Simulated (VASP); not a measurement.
A run of VASP 6.6.1:

Contents of INCAR:

```
PREC = Accurate ; ENCUT = 600
EDIFF = 1E-7 ; ISMEAR = -1
SIGMA = 0.1 ; LREAL = F
LASPH = T ; NELM = 100
ALGO = Normal ; ISIF = 3
LWAVE = F ; LCHARG = F
GGA = PS ; IBRION = 2
NSW = 80 ; EDIFFG = -0.01
```

Contents of KPOINTS:

```
Automatic mesh
0
Gamma
  14 14 8
```

File POSCAR:

```
Co
1.0
    2.5070990085      0.0000000000      0.0000000000
   -1.2535495042      2.1712114311      0.0000000000
    0.0000000000      0.0000000000      4.0686000000
Co
2
Direct
    0.3333333333      0.6666666667      0.2500000000
    0.6666666667      0.3333333333      0.7500000000
```

Potentials or basis: VASP PAW PBE potentials, release 64 (Co).

Run with:

```bash
$ cat potpaw_PBE.64/Co/POTCAR > POTCAR
$ mpirun -np 1 vasp_std > vasp.out
```

Hardware: 1 thread of Intel(R) Xeon(R) 6975P-C (Granite Rapids), with other jobs on the host.

Task: How long does it take, and how much memory?

Result: Wall time 82 s on 1 thread of Intel(R) Xeon(R) 6975P-C (Granite Rapids), with other jobs on the host, peak memory 0.17 GiB. Counts: scf iterations 72, k points 120, ion steps 9.
